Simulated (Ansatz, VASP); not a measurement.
# PbS in VASP and in Ansatz

```
Pb S
1.0
     0.00000    2.99732    2.99732
     2.99732    0.00000    2.99732
     2.99732    2.99732    0.00000
Pb S
1 1
Direct
  0.00000 0.00000 0.00000
  0.50000 0.50000 0.50000
```

Alike in both runs: task single point; functional PBE; dispersion D3(BJ); k mesh 10 × 10 × 10; occupations gaussian, width 0.02 eV; no spin polarisation.

|  | VASP | Ansatz |
| --- | --- | --- |
| version | VASP 6.6.1 | Ansatz 0.2.0 |
| potentials or method | VASP PAW PBE potentials, release 64 (Pb_d, S), cutoff 520 eV | scalar-relativistic, plane waves, PAW |
| valence electrons in the cell | 20 | 20 |

VASP gave:

```
gap on the k mesh at the Fermi level (eV) : 0.48
least direct gap on the mesh (eV)         : 0.48
pressure (GPa)                            : -1.7
```

Task: What did Ansatz give for the same quantities?

Result: gap on the k mesh at the Fermi level (eV): 0.47; least direct gap on the mesh (eV): 0.47; pressure (GPa): -1.6.

Neither program's run includes spin-orbit coupling.
